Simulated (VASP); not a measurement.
# BaTe (Fm-3m) in VASP: further runs, part 2 of 2

VASP 6.6.1.

### 3 Single point, r2SCAN

File POSCAR:

```
BaTe
1.0
    0.0000000000      3.3290490754      3.3290490754
    3.3290490754      0.0000000000      3.3290490754
    3.3290490754      3.3290490754      0.0000000000
Ba Te
1 1
Direct
    0.0000000000      0.0000000000      0.0000000000
    0.5000000000      0.5000000000      0.5000000000
```

File INCAR.step1:

```
SYSTEM = BaTe
PREC = Accurate
ENCUT = 520
ISMEAR = 0
SIGMA = 0.02
LREAL = .False.
LASPH = .True.
NELM = 60
NBANDS = 15
GGA = PE
ALGO = Normal
EDIFF = 1E-4
LWAVE = .True.
LCHARG = .False.
```

File INCAR.step2:

```
SYSTEM = BaTe
PREC = Accurate
ENCUT = 520
EDIFF = 1E-7
ISMEAR = 0
SIGMA = 0.02
LREAL = .False.
LASPH = .True.
NELM = 60
ALGO = Normal
ISIF = 2
LWAVE = .False.
LCHARG = .False.
METAGGA = R2SCAN
LMIXTAU = .True.
NBANDS = 15
ISTART = 1
```

File KPOINTS:

```
regular mesh
0
Gamma
  8 8 8
  0 0 0
```

Potentials or basis: VASP PAW PBE potentials, release 64 (Ba_sv, Te).

Command:

```
$ cat potpaw_PBE.64/Ba_sv/POTCAR potpaw_PBE.64/Te/POTCAR > POTCAR
$ cp INCAR.step1 INCAR
$ mpirun -np 1 vasp_std > vasp.out
$ cp INCAR.step2 INCAR
$ mpirun -np 1 vasp_std > vasp.out
```

OUTCAR:

```text
SYSTEM = BaTe
   PREC = Accurate
   ENCUT = 520
   EDIFF = 1E-7
   ISMEAR = 0
   LREAL = .False.
   LASPH = .True.
   NELM = 60
   ISIF = 2
   METAGGA = R2SCAN
   ISTART = 1

 ion  position               nearest neighbor table
   1  0.000  0.000  0.000-   2 3.33   2 3.33   2 3.33   2 3.33   2 3.33   2 3.33
   2  0.500  0.500  0.500-   1 3.33   1 3.33   1 3.33   1 3.33   1 3.33   1 3.33

  LATTYP: Found a face centered cubic cell.
 ALAT       =     6.6580981508

  Lattice vectors:

 A1 = (   0.0000000000,   3.3290490754,   3.3290490754)
 A2 = (   3.3290490754,   0.0000000000,   3.3290490754)
 A3 = (   3.3290490754,   3.3290490754,   0.0000000000)

Analysis of symmetry for initial positions (statically):
=====================================================================
 Subroutine PRICEL returns:
 Original cell was already a primitive cell.

 Routine SETGRP: Setting up the symmetry group for a
 face centered cubic supercell.

 Subroutine GETGRP returns: Found 48 space group operations
 (whereof 48 operations were pure point group operations)
 out of a pool of 48 trial point group operations.

The static configuration has the point symmetry O_h .

Analysis of symmetry for dynamics (positions and initial velocities):
=====================================================================
 Subroutine PRICEL returns:
 Original cell was already a primitive cell.

 Routine SETGRP: Setting up the symmetry group for a
 face centered cubic supercell.

 Subroutine GETGRP returns: Found 48 space group operations
 (whereof 48 operations were pure point group operations)
 out of a pool of 48 trial point group operations.

The dynamic configuration has the point symmetry O_h .

 Subroutine INISYM returns: Found 48 space group operations
 (whereof 48 operations are pure point group operations),
 and found     1 'primitive' translations

----------------------------------------------------------------------------------------
[... 116 lines left out ...]
  Thomas-Fermi vector in A             =   2.114688
   LORBIT       =      0    0 simple, 1 ext, 2 COOP (PROOUT), +10 PAW based schemes
   METAGGA = R2SCAN    functional components
   LHFCALC =     F    Hartree Fock is set to
   AEXX    =    0.0000 exact exchange contribution
   IVDW    =     0    specifies the selected vdW correction
   LEPSILON=     F    determine dielectric tensor
   LRPA    =     F    only Hartree local field effects (RPA)
 non-spin polarized calculation
 Gauss-broadening in eV      SIGMA  =   0.02
  energy-cutoff  :      520.00
  volume of cell :       73.79
 maximum number of plane-waves:      2012
   NGX = 17   NGY = 17   NGZ = 17

 number of electron      16.0000000 magnetization

 Free energy of the ion-electron system (eV)
  ---------------------------------------------------
  ext. energy  EPLUGINS =         0.00000000
  ---------------------------------------------------
  free energy    TOTEN  =       -55.68507012 eV

  energy without entropy =      -55.68507012  energy(sigma->0) =      -55.68507012

 E-fermi :   3.2660     XC(G=0):  -9.2843

 val. band max:        3.1170349578   @ k =   0.0000   0.0000   0.0000
 cond. band min:       4.5947276692   @ k =   0.5000   0.5000   0.0000
 fundamental gap:      1.4776927114
 Fermi energy:         3.2660046950

 k-point     1 :       0.0000    0.0000    0.0000
  band No.  band energies     occupation
      1     -24.3437      2.00000
      2      -9.1130      2.00000
      3      -9.1130      2.00000
      4      -9.1130      2.00000
      5      -7.0805      2.00000
      6       3.1170      2.00000
      7       3.1170      2.00000
      8       3.1170      2.00000
      9       6.3101      0.00000
     10       6.3101      0.00000
     11       6.3101      0.00000
     12       7.1578      0.00000
     13       7.1578      0.00000
     14       7.4092      0.00000
[... 401 lines left out ...]
      2      -9.7926      2.00000
      3      -9.2591      2.00000
      4      -9.1804      2.00000
      5      -6.0714      2.00000
      6       0.9694      2.00000
      7       1.8526      2.00000
      8       1.8900      2.00000
      9       7.3112      0.00000
     10       7.6429      0.00000
     11       9.2377      0.00000
     12       9.7356      0.00000
     13      10.3470      0.00000
     14      11.1426      0.00000
     15      12.4019      0.00000

 [... further k-points ...]
[... 5 lines left out ...]
  --------------------------------------------------------------------------------------
  -------------------------------------------------------------------------------------
  Total        3.9491685      3.9491685      3.9491685      0.0000000      0.0000000      0.0000000
  in kB       85.7483280     85.7483280     85.7483280      0.0000000      0.0000000      0.0000000
  external PRESSURE =      85.7483280 kB  Pullay stress =       0.0000000 kB

 VOLUME and BASIS-vectors are now :
 -----------------------------------------------------------------------------
  energy-cutoff  :      520.00
  volume of cell :       73.79
      direct lattice vectors                 reciprocal lattice vectors
     0.000000000  3.329049075  3.329049075    -0.150193040  0.150193040  0.150193040
     3.329049075  0.000000000  3.329049075     0.150193040 -0.150193040  0.150193040
     3.329049075  3.329049075  0.000000000     0.150193040  0.150193040 -0.150193040

 POSITION                                       TOTAL-FORCE (eV/Angst)
 -----------------------------------------------------------------------------------
      0.00000      0.00000      0.00000         0.000000     -0.000000      0.000000
      3.32905      3.32905      3.32905        -0.000000      0.000000     -0.000000
 -----------------------------------------------------------------------------------
    total drift:                                0.000000      0.000000      0.000000

  FREE ENERGIE OF THE ION-ELECTRON SYSTEM (eV)
  ---------------------------------------------------
  free  energy   TOTEN  =       -55.6850701203 eV

  energy  without entropy=      -55.6850701203  energy(sigma->0) =      -55.68507012
```

OUTCAR.step1:

```text
SYSTEM = BaTe
   PREC = Accurate
   ENCUT = 520
   ISMEAR = 0
   LREAL = .False.
   LASPH = .True.
[... 653 lines left out ...]
      0.00000      0.00000      0.00000         0.000000      0.000000      0.000000
      3.32905      3.32905      3.32905        -0.000000     -0.000000     -0.000000
 -----------------------------------------------------------------------------------
    total drift:                                0.000000      0.000000      0.000000

  FREE ENERGIE OF THE ION-ELECTRON SYSTEM (eV)
  ---------------------------------------------------
  free  energy   TOTEN  =        -8.3048534552 eV

  energy  without entropy=       -8.3048534552  energy(sigma->0) =       -8.30485346
```

OSZICAR.step1:

```text
N       E                     dE             d eps       ncg     rms          rms(c)
DAV:   1     0.829061307087E+02    0.82906E+02   -0.64253E+03   870   0.908E+02
DAV:   2    -0.346158895465E+01   -0.86368E+02   -0.78710E+02  1166   0.160E+02
DAV:   3    -0.827498746201E+01   -0.48134E+01   -0.47753E+01  1200   0.398E+01
DAV:   4    -0.838414282308E+01   -0.10916E+00   -0.10913E+00  1083   0.610E+00
DAV:   5    -0.838672988386E+01   -0.25871E-02   -0.25869E-02  1209   0.782E-01    0.476E+00
DAV:   6    -0.830230155074E+01    0.84428E-01   -0.89210E-02  1010   0.160E+00    0.311E+00
DAV:   7    -0.830176445830E+01    0.53709E-03   -0.90800E-02  1080   0.182E+00    0.750E-01
DAV:   8    -0.830430239805E+01   -0.25379E-02   -0.98035E-03   975   0.654E-01    0.213E-01
DAV:   9    -0.830467945738E+01   -0.37706E-03   -0.44595E-04  1157   0.157E-01    0.522E-02
DAV:  10    -0.830482601393E+01   -0.14656E-03   -0.98825E-05   872   0.698E-02    0.177E-02
DAV:  11    -0.830485345520E+01   -0.27441E-04   -0.45750E-05   785   0.453E-02
   1 F= -.83048535E+01 E0= -.83048535E+01  d E =-.282812E-29
```

It took 65 s on 1 thread of Intel Xeon 6975P-C (Granite Rapids), shared host; peak memory 0.23 GiB.

What came out:

```
Free energy            : -55.6851 eV
Pressure               : 8.6 GPa
Band gap on the k mesh : 1.48 eV, indirect (least direct gap 1.84 eV)
```

Levels at points of the mesh, in eV from the valence-band top:
| k point | band 6 | band 7 | band 8 | band 9 | band 10 | band 11 |
| --- | --- | --- | --- | --- | --- | --- |
| (0.00, 0.00, 0.00) | 0.00 | 0.00 | 0.00 | 3.19 | 3.19 | 3.19 |
| (0.50, 0.00, 0.00) | -2.67 | -1.48 | -1.48 | 4.85 | 5.64 | 5.71 |
| (0.50, 0.50, 0.00) | -1.14 | -0.36 | -0.36 | 1.48 | 5.15 | 6.10 |

Caveat: the PAW data sets were made with another functional, which shifts forces and pressure a little; spin-orbit coupling is left out, which moves the levels of the heavy elements.
